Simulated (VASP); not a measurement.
## As: relaxation of cell and atoms with PBE

Crystal: As.

```
As
1.0
     5.21034    0.00000    0.00000
     0.00000    5.21034    0.00000
     0.00000    0.00000    3.17236
As
4
Direct
  0.79741 0.79741 0.00000
  0.20259 0.20259 0.00000
  0.70259 0.29741 0.50000
  0.29741 0.70259 0.50000
```

```json
{
  "Program": "VASP 6.6.1",
  "Task": "relaxation of cell and atoms",
  "Functional": "PBE",
  "Potentials or basis": "VASP PAW PBE potentials, release 64 (As)",
  "Cutoff": "600 eV",
  "k mesh": "4 × 4 × 6",
  "Occupations": "gaussian, width 0.1 eV",
  "Spin": "no spin polarisation",
  "Dipole correction": "no",
  "Further INCAR settings": "ALGO = Normal; EDIFF = 1e-06; IBRION = 2; EDIFFG = -0.04; NSW = 90; ISIF = 3"
}
```

```yaml
Relaxed_volume: 19.37 Å³/atom
Relaxed_cell: a = 5.138 Å, b = 5.138 Å, c = 2.935 Å, α = 90.00°, β = 90.00°, γ = 90.00°
Space_group_after_relaxing_to_0.1_Å: P4_2/mnm (No. 136)
Energy_gained_by_relaxing: 60.8 meV/atom
Ionic_steps: 12
Pressure_after_relaxing: -0.1 GPa
Largest_force_after_relaxing: 0.032 eV/Å
```

Forces in eV/Å, atoms in the order of the input:
```
As  -0.023 -0.023  0.000
As   0.023  0.023  0.000
As   0.023 -0.023  0.000
As  -0.023  0.023  0.000
```

The path:
| step | energy change (eV) | largest force (eV/Å) | pressure (GPa) | volume (Å³) |
| --- | --- | --- | --- | --- |
| 1 | 0.0000 | 0.0914 | -6.94 | 86.12 |
| 2 | -0.1967 | 0.1246 | 2.93 | 75.00 |
| 3 | -0.2157 | 0.1165 | 0.25 | 77.30 |
| 4 | -0.2261 | 0.1007 | 0.27 | 77.23 |
| 5 | -0.2283 | 0.0855 | 0.29 | 77.20 |
| 6 | -0.2363 | 0.0505 | 0.29 | 77.13 |
| 7 | -0.2378 | 0.0279 | 0.59 | 76.97 |
| 8 | -0.2424 | 0.0354 | 0.37 | 77.06 |
| 9 | -0.2427 | 0.0329 | 0.42 | 77.04 |
| 10 | -0.2427 | 0.0335 | 0.41 | 77.04 |
| 11 | -0.2430 | 0.0305 | -0.41 | 77.80 |
| 12 | -0.2434 | 0.0319 | -0.06 | 77.47 |

Final structure:
```xyz
4
Lattice="5.1380 0.0000 0.0000 0.0000 5.1380 0.0000 0.0000 0.0000 2.9347" Properties=species:S:1:pos:R:3 pbc="T T T"
As    4.0809    4.0809    0.0000
As    1.0571    1.0571    0.0000
As    3.6261    1.5119    1.4673
As    1.5119    3.6261    1.4673
```

Levels at points of the mesh, in eV from the Fermi level:
```
           k point  band 6  band 7  band 8  band 9  band 10  band 11  band 12  band 13  band 14
(0.00, 0.00, 0.00)   -5.95   -3.39   -3.39    0.64     1.19     4.29     4.29     5.13     5.23
(0.50, 0.00, 0.00)   -5.75   -1.77   -1.77    1.25     1.25     2.37     2.37     4.48     4.48
(0.50, 0.50, 0.00)   -1.55   -1.30   -1.30   -0.65    -0.65     0.81     0.81     3.33     3.33
(0.00, 0.00, 0.50)   -4.12   -3.77   -3.77   -2.21    -2.21    -1.40    -1.40     0.32     0.32
(0.50, 0.00, 0.50)   -4.90   -4.12   -4.12   -2.07    -2.07    -1.04    -1.04     1.25     1.25
(0.50, 0.50, 0.50)   -6.28   -6.03   -6.03    1.43     1.43     1.77     1.77     1.78     1.78
```

Run time: 3.5 min on 1 thread of Intel(R) Xeon(R) Platinum 8259CL CPU @ 2.50GHz (Skylake/Cascade Lake) (shared host), peak memory 0.23 GiB.

Caveat: the highest band is partly filled, so the run has too few bands.
